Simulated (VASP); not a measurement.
Se, 3 atoms in the cell. Symmetry: P3_121, No. 152, trigonal system. Conventional cell: a = 4.037 Å, b = 4.037 Å, c = 5.123 Å, α = 90.00°, β = 90.00°, γ = 120.00°. Within 3.2 Å of Se (site symmetry 2) lie 6 Se at 2.44 to 3.17 Å. 

- Program: VASP 6.6.1
- Task: single point
- Functional: PBEsol
- Potentials or basis: VASP PAW PBE potentials, release 64 (Se)
- Cutoff: 520 eV
- k mesh: 7 × 7 × 5
- Occupations: fermi-dirac, width 0.05 eV
- Spin: no spin polarisation
- Dipole correction: no
- Further INCAR settings: ALGO = Normal; EDIFF = 1e-06; NBANDS = 16

Potentials or basis: VASP PAW PBE potentials, release 64 (Se).

Run with:

```bash
$ cat potpaw_PBE.64/Se/POTCAR > POTCAR
$ mpirun -np 1 vasp_std > vasp.out
```

Hardware: 1 thread of AMD EPYC 7R43 64-Core Processor (Zen 3), with other jobs on the host.

Problem. How long does it take, and how much memory?

Solution. Run time: 33 s on 1 thread of AMD EPYC 7R43 64-Core Processor (Zen 3) (shared host), peak memory 0.15 GiB. Counts: scf iterations 11, k points 32.
